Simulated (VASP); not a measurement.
## Si: single point with PBE

Si:

```
Si
1.0
    -3.20340    3.20340    1.93042
     3.20340   -3.20340    1.93042
     2.73501    2.73501   -1.93042
Si
4
Direct
  0.17861 0.17861 0.35722
  0.82139 0.82139 0.64278
  0.17861 0.82139 0.00000
  0.82139 0.17861 0.00000
```

```yaml
Program: VASP 6.6.1
Task: single point
Functional: PBE
Potentials_or_basis: VASP PAW PBE potentials, release 64 (Si)
Cutoff: 520 eV
k_mesh: 10 × 10 × 10
Occupations: gaussian, width 0.05 eV
Spin: no spin polarisation
```

* Pressure: 31.0 GPa
* Largest force: 4.495 eV/Å
* Band gap on the k mesh: zero (bands 8 and 9 overlap by 0.92 eV)

Forces on the atoms (eV/Å):
```
Si   1.684  1.684  0.000
Si  -1.684 -1.684  0.000
Si  -3.179  3.179  0.000
Si   3.179 -3.179  0.000
```

Stress tensor (GPa, compression positive):
```
39.77 -2.18  0.00
-2.18 39.77  0.00
 0.00  0.00 13.58
```

Levels at points of the mesh, in eV from the Fermi level:
```
           k point  band 5  band 6  band 7  band 8  band 9  band 10  band 11  band 12
(0.00, 0.00, 0.00)   -4.53   -2.44   -1.69   -0.71    0.16     1.52     1.90     3.11
(0.50, 0.00, 0.00)   -5.15   -4.07   -2.80   -1.16    0.92     2.31     3.77     4.86
(0.50, 0.50, 0.00)   -2.63   -2.57   -2.35   -1.74    1.19     1.53     1.99     3.33
(0.00, 0.00, 0.50)   -3.69   -3.60   -2.22   -1.74    0.35     1.22     3.73     4.84
(0.50, 0.50, 0.50)   -4.46   -1.03   -0.74   -0.11    1.60     3.27     3.68     4.46
```

Run time: 100 s on 1 thread of Intel(R) Xeon(R) 6975P-C (Granite Rapids), with other jobs on the host, peak memory 0.29 GiB.

Caveat: the cell stands under pressure; forces of over 1 eV/Å act on the atoms, so gaps and moduli don't describe the material at rest.
